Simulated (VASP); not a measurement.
# Cu (P3m1) in VASP: single point with LDA

Aim: the single point of Cu with LDA.

All numbers are computed with VASP 6.6.1; they aren't measurements. Logs are shortened: lines on timing, memory, paths and dates and some standing lists are left out, and cuts for length are marked.

### Step 1. The cell of the first run

It takes space group P3m1 (No. 156, trigonal). The conventional cell has a = 2.566 Å, b = 2.566 Å, c = 18.968 Å, α = 90.00°, β = 90.00°, γ = 120.00°. Cu (site symmetry 3m) has 9 Cu at 2.57 Å within 3.4 Å. Within 3.4 Å of Cu (site symmetry 3m) lie 12 Cu at 2.57 Å. Cu (site symmetry 3m) has 9 Cu at 2.57 Å within 3.4 Å. Cu (site symmetry 3m) has 12 Cu at 2.57 Å within 3.4 Å. Within 3.4 Å of Cu (site symmetry 3m) lie 12 Cu at 2.57 Å. Within 3.4 Å of Cu (site symmetry 3m) lie 12 Cu at 2.57 Å. Cu (site symmetry 3m) has 12 Cu at 2.57 Å within 3.4 Å. Cu (site symmetry 3m) has 12 Cu at 2.57 Å within 3.4 Å.

### Step 2. Single point, LDA

The input, INCAR:

```
SYSTEM = Cu
ALGO     = Normal         ! electronic algorithm
EDIFF    = 1E-6           ! SCF threshold, eV
ENCUT    = 600            ! plane-wave cutoff, eV
GGA_COMPAT= .False.      
ISIF     = 2              ! what is computed and relaxed
ISMEAR   = 0              ! smearing method
LASPH    = .True.         ! aspherical terms in the spheres
LCHARG   = .True.         ! write CHGCAR
LELF     = .True.         ! ELF
LREAL    = .False.        ! projectors in reciprocal space
LVHAR    = .True.       
LWAVE    = .False.        ! write WAVECAR
NBANDS   = 54             ! bands
NELM     = 120            ! most SCF steps
PREC     = Accurate       ! precision mode
SIGMA    = 0.15           ! smearing width, eV
```

The input, KPOINTS:

```
k-points
0
Gamma
  17 17 3
  0 0 0
```

The input, POSCAR:

```
Cu
1.0
   -2.5663216910      0.0000000000      0.0000000000
   -1.2831608455     -2.2224997787      0.0000000000
    0.0000000000      0.0000000000     18.9676722891
Cu
8
Direct
    0.0000000000      1.0000000000      0.8287623558
    0.0000000000      1.0000000000      0.3867557661
    0.3333333333      0.3333333333      0.0552508237
    0.3333333333      0.3333333333      0.4972574135
    0.0000000000      0.0000000000      0.1657524712
    0.0000000000      0.0000000000      0.6077590609
    0.6666666667      0.6666666667      0.2762541186
    0.6666666667      0.6666666667      0.7182607084
```

Potentials or basis: VASP PAW LDA potentials, release 64 (Cu).

The run is started by

```sh
$ cat potpaw_LDA.64/Cu/POTCAR > POTCAR
$ mpirun -np 1 vasp_std > vasp.out
```

OUTCAR:

```text
SYSTEM = Cu
   EDIFF = 1E-6
   ENCUT = 600
   ISIF = 2
   ISMEAR = 0
   LASPH = .True.
   LREAL = .False.
   NELM = 120
   PREC = Accurate

 ion  position               nearest neighbor table
   1  0.000  0.000  0.829-   8 2.57   8 2.57   8 2.57
   2  0.000  0.000  0.387-   4 2.57   4 2.57   4 2.57   7 2.57   7 2.57   7 2.57
   3  0.333  0.333  0.055-   5 2.57   5 2.57   5 2.57
   4  0.333  0.333  0.497-   2 2.57   6 2.57   2 2.57   6 2.57   2 2.57   6 2.57
   5  0.000  0.000  0.166-   7 2.57   7 2.57   7 2.57   3 2.57   3 2.57   3 2.57
   6  0.000  0.000  0.608-   4 2.57   4 2.57   4 2.57   8 2.57   8 2.57   8 2.57
   7  0.667  0.667  0.276-   5 2.57   5 2.57   5 2.57   2 2.57   2 2.57   2 2.57
   8  0.667  0.667  0.718-   1 2.57   1 2.57   1 2.57   6 2.57   6 2.57   6 2.57

  LATTYP: Found a hexagonal cell.
 ALAT       =     2.5663216910
 C/A-ratio  =     7.3909955855

  Lattice vectors:

 A1 = (   1.2831608455,   2.2224997787,   0.0000000000)
 A2 = (  -2.5663216910,   0.0000000000,   0.0000000000)
 A3 = (   0.0000000000,   0.0000000000,  18.9676722891)

Analysis of symmetry for initial positions (statically):
=====================================================================
 Subroutine PRICEL returns:
 Original cell was already a primitive cell.

 Routine SETGRP: Setting up the symmetry group for a
 hexagonal supercell.

 Subroutine GETGRP returns: Found  6 space group operations
 (whereof  6 operations were pure point group operations)
 out of a pool of 24 trial point group operations.

The static configuration has the point symmetry C_3v.

Analysis of symmetry for dynamics (positions and initial velocities):
=====================================================================
 Subroutine PRICEL returns:
 Original cell was already a primitive cell.

 Routine SETGRP: Setting up the symmetry group for a
 hexagonal supercell.

 Subroutine GETGRP returns: Found  6 space group operations
 (whereof  6 operations were pure point group operations)
 out of a pool of 24 trial point group operations.

The dynamic configuration has the point symmetry C_3v.

 Subroutine INISYM returns: Found  6 space group operations
 (whereof  6 operations are pure point group operations),
 and found     1 'primitive' translations

----------------------------------------------------------------------------------------

                                     Primitive cell

  volume of cell :     108.1850

  direct lattice vectors                    reciprocal lattice vectors
    -2.566321691  0.000000000  0.000000000    -0.389662763  0.224971901  0.000000000
    -1.283160846 -2.222499779  0.000000000     0.000000000 -0.449943802  0.000000000
     0.000000000  0.000000000 18.967672289     0.000000000  0.000000000  0.052721282

  length of vectors
     2.566321691  2.566321691 18.967672289     0.449943802  0.449943802  0.052721282

  position of ions in fractional coordinates (direct lattice)
     0.000000000  0.000000000  0.828762356
     0.000000000  0.000000000  0.386755766
     0.333333333  0.333333333  0.055250824
     0.333333333  0.333333333  0.497257414
     0.000000000  0.000000000  0.165752471
     0.000000000  0.000000000  0.607759061
     0.666666667  0.666666667  0.276254119
     0.666666667  0.666666667  0.718260708

  ion indices of the primitive-cell ions
   primitive index   ion index
                 1           1
                 2           2
                 3           3
                 4           4
                 5           5
                 6           6
                 7           7
                 8           8

----------------------------------------------------------------------------------------

 KPOINTS: k-points

Automatic generation of k-mesh.
 Grid dimensions read from file:
 generate k-points for:   17   17    3

 Generating k-lattice:

  Cartesian coordinates                     Fractional coordinates (reciprocal lattice)
    -0.022921339  0.013233641  0.000000000     0.058823529 -0.000000000  0.000000000
     0.000000000 -0.026467282  0.000000000     0.000000000  0.058823529  0.000000000
     0.000000000  0.000000000  0.017573761     0.000000000  0.000000000  0.333333333

  Length of vectors
     0.026467282  0.026467282  0.017573761

  Shift w.r.t. Gamma in fractional coordinates (k-lattice)
     0.000000000  0.000000000  0.000000000

 Subroutine IBZKPT returns following result:
 ===========================================

 Found     90 irreducible k-points:

 Following reciprocal coordinates:
            Coordinates               Weight
  0.000000  0.000000  0.000000      1.000000
  0.058824  0.000000  0.000000      6.000000
  0.117647 -0.000000  0.000000      6.000000
  0.176471 -0.000000  0.000000      6.000000
  0.235294 -0.000000  0.000000      6.000000
  0.294118 -0.000000  0.000000      6.000000
[... 16 lines left out ...]
 -0.470588  0.117647  0.000000     12.000000
  0.352941  0.176471  0.000000      6.000000
 [... further k-points ...]
   k-points           NKPTS =     90   k-points in BZ     NKDIM =     90   number of bands    NBANDS=     54
   number of dos      NEDOS =    301   number of ions     NIONS =      8
   total plane-waves  NPLWV =  92160
   dimension x,y,z NGX =    24 NGY =   24 NGZ =  160
   dimension x,y,z NGXF=    48 NGYF=   48 NGZF=  320
   ions per type =               8
   NGX,Y,Z   is equivalent  to a cutoff of  15.55, 15.55, 14.02 a.u.
   NGXF,Y,Z  is equivalent  to a cutoff of  31.09, 31.09, 28.05 a.u.
 SYSTEM =  Cu
   PREC   = accura    normal or accurate (medium, high low for compatibility)
   ISTART =      0    job   : 0-new  1-cont  2-samecut
   ICHARG =      2    charge: 1-file 2-atom 10-const
   ISPIN  =      1    spin polarized calculation?
   LNONCOLLINEAR =      F non collinear calculations
   LSORBIT =      F    spin-orbit coupling
   LASPH  =      T    aspherical Exc in radial PAW
   ENCUT  =  600.0 eV  44.10 Ry    6.64 a.u.   5.13  5.13 37.88*2*pi/ulx,y,z
   NELM   =    120;   NELMIN=  2; NELMDL= -5     # of ELM steps
   EDIFF  = 0.1E-05   stopping-criterion for ELM
   LREAL  =      F    real-space projection
   EDIFFG = 0.1E-04   stopping-criterion for IOM
   NSW    =      0    number of steps for IOM
   IBRION =     -1    ionic relax: 0-MD 1-quasi-New 2-CG
   NFREE  =      0    steps in history (QN), initial steepest desc. (CG)
   ISIF   =      2    stress and relaxation
   ISYM   =      2    0-nonsym 1-usesym 2-fastsym
   POTIM  = 0.5000    time-step for ionic-motion
   TEBEG  =    0.0;   TEEND  =   0.0 temperature during run
   PSTRESS=    0.0 pullay stress
   NELECT =      88.0000    total number of electrons
   NUPDOWN=      -1.0000    fix difference up-down
   EMIN   =  10.00;   EMAX   =-10.00  energy-range for DOS
   EFERMI =   0.00;   METHOD = LEGACY
   ISMEAR =     0;   SIGMA  =   0.15  broadening in eV -4-tet -1-fermi 0-gaus
   EFERMI_NEDOS =   21; number of points for ismear=-14 and -15
   IALGO  =     38    algorithm
   IMIX   =      4    mixing-type and parameters
     AMIX     =   0.40;   BMIX     =  1.00
     AMIX_MAG =   1.60;   BMIX_MAG =  1.00
  volume/ion in A,a.u.               =      13.52        91.26
  Fermi-wavevector in a.u.,A,eV,Ry     =   1.528200  2.887879 31.774968  2.335394
  Thomas-Fermi vector in A             =   2.635991
   LORBIT       =      0    0 simple, 1 ext, 2 COOP (PROOUT), +10 PAW based schemes
   GGA     = CA    functional components
   LHFCALC =     F    Hartree Fock is set to
   AEXX    =    0.0000 exact exchange contribution
   IVDW    =     0    specifies the selected vdW correction
   LEPSILON=     F    determine dielectric tensor
   LRPA    =     F    only Hartree local field effects (RPA)
 non-spin polarized calculation
 Gauss-broadening in eV      SIGMA  =   0.15
  energy-cutoff  :      600.00
  volume of cell :      108.18
 maximum number of plane-waves:      3630
 NGX is ok and might be reduce to    24
   NGX = 11   NGY = 11   NGZ = 75

 number of electron      88.0000031 magnetization

 Free energy of the ion-electron system (eV)
  ---------------------------------------------------
  ext. energy  EPLUGINS =         0.00000000
  ---------------------------------------------------
  free energy    TOTEN  =       -36.08969421 eV

  energy without entropy =      -36.05536783  energy(sigma->0) =      -36.07253102

 E-fermi :   5.8240     XC(G=0): -12.1007

 val. band max:        5.8168345258   @ k =   0.3529   0.1765   0.3333
 cond. band min:       5.8350760679   @ k =   0.4706   0.1176   0.3333
 fundamental gap:      0.0182415421
 Fermi energy:         5.8240316381

 k-point     1 :       0.0000    0.0000    0.0000
  band No.  band energies     occupation
      1      -3.3501      2.00000
      2      -2.9640      2.00000
      3      -2.3641      2.00000
      4      -1.5473      2.00000
      5      -0.7090      2.00000
      6       0.1528      2.00000
[... 46 lines left out ...]
     53      15.0076      0.00000
     54      19.7770      0.00000

 k-point     2 :       0.0588    0.0000    0.0000
  band No.  band energies     occupation
      1      -3.2394      2.00000
      2      -2.8548      2.00000
      3      -2.2573      2.00000
      4      -1.4445      2.00000
      5      -0.6107      2.00000
      6       0.2421      2.00000
[... 46 lines left out ...]
     53      15.0920      0.00000
     54      19.8739      0.00000

 k-point     3 :       0.1176   -0.0000    0.0000
  band No.  band energies     occupation
      1      -2.9110      2.00000
      2      -2.5314      2.00000
      3      -1.9420      2.00000
      4      -1.1435      2.00000
      5      -0.3257      2.00000
      6       0.4965      2.00000
[... 46 lines left out ...]
     53      15.3450      0.00000
     54      20.1549      0.00000
[... 1084 lines left out ...]
 k-point    23 :      -0.4706    0.1176    0.0000
  band No.  band energies     occupation
      1       0.9959      2.00000
      2       1.0888      2.00000
      3       1.1572      2.00000
      4       1.2612      2.00000
      5       1.3627      2.00000
      6       1.4395      2.00000
[... 46 lines left out ...]
     53      12.1343      0.00000
     54      12.9470      0.00000

 k-point    24 :       0.3529    0.1765    0.0000
  band No.  band energies     occupation
      1      -0.6292      2.00000
      2      -0.3289      2.00000
      3       0.1199      2.00000
      4       0.6637      2.00000
      5       1.1711      2.00000
      6       1.5886      2.00000
[... 46 lines left out ...]
     53      16.0309      0.00000
     54      16.2937      0.00000

 [... further k-points ...]
[... 5 lines left out ...]
  --------------------------------------------------------------------------------------
  -------------------------------------------------------------------------------------
  Total       -9.0523007     -9.0523007     -7.4857588      0.0000000      0.0000000      0.0000000
  in kB     -134.0610737   -134.0610737   -110.8611950      0.0000000      0.0000000      0.0000000
  external PRESSURE =    -126.3277808 kB  Pullay stress =       0.0000000 kB

 VOLUME and BASIS-vectors are now :
 -----------------------------------------------------------------------------
  energy-cutoff  :      600.00
  volume of cell :      108.18
      direct lattice vectors                 reciprocal lattice vectors
    -2.566321691  0.000000000  0.000000000    -0.389662763  0.224971901  0.000000000
    -1.283160846 -2.222499779  0.000000000     0.000000000 -0.449943802  0.000000000
     0.000000000  0.000000000 18.967672289     0.000000000  0.000000000  0.052721282

 POSITION                                       TOTAL-FORCE (eV/Angst)
 -----------------------------------------------------------------------------------
      0.00000      0.00000     15.71969        -0.000000     -0.000000     -0.375764
      0.00000      0.00000      7.33586         0.000000      0.000000      0.024421
     -1.28316     -0.74083      1.04798         0.000000      0.000000      0.404558
     -1.28316     -0.74083      9.43182        -0.000000     -0.000000     -0.029516
      0.00000      0.00000      3.14394        -0.000000     -0.000000     -0.074233
      0.00000      0.00000     11.52777        -0.000000     -0.000000      0.051518
     -2.56632     -1.48167      5.23990         0.000000      0.000000     -0.044343
     -2.56632     -1.48167     13.62373        -0.000000     -0.000000      0.043358
 -----------------------------------------------------------------------------------
    total drift:                               -0.000000     -0.000000     -0.000217

  FREE ENERGIE OF THE ION-ELECTRON SYSTEM (eV)
  ---------------------------------------------------
  free  energy   TOTEN  =       -36.0896942134 eV

  energy  without entropy=      -36.0553678265  energy(sigma->0) =      -36.07253102
```

It took 18 min on 1 thread of Intel Xeon 6975P-C, shared host; peak memory 0.53 GiB.

Results:

| Item | Value |
| --- | --- |
| Free energy | -36.0897 eV |
| Pressure | -12.6 GPa |
| Largest force | 0.405 eV/Å |
| Band gap on the k mesh | zero (band 44 reaches 8.97 eV, above the bottom of band 45 at 4.14 eV) |

Forces on the atoms (eV/Å):
```
Cu   0.000  0.000 -0.376
Cu   0.000  0.000  0.024
Cu   0.000  0.000  0.405
Cu   0.000  0.000 -0.030
Cu   0.000  0.000 -0.074
Cu   0.000  0.000  0.052
Cu   0.000  0.000 -0.044
Cu   0.000  0.000  0.043
```

Stress tensor (GPa, compression positive):
```
-13.41   0.00   0.00
  0.00 -13.41   0.00
  0.00   0.00 -11.09
```

Levels at points of the mesh, in eV from the Fermi level:
| k point | band 42 | band 43 | band 44 | band 45 | band 46 | band 47 | band 48 | band 49 |
| --- | --- | --- | --- | --- | --- | --- | --- | --- |
| (0.00, 0.00, 0.00) | -1.81 | -1.81 | -1.69 | -1.69 | -1.67 | -1.67 | -0.87 | 0.11 |
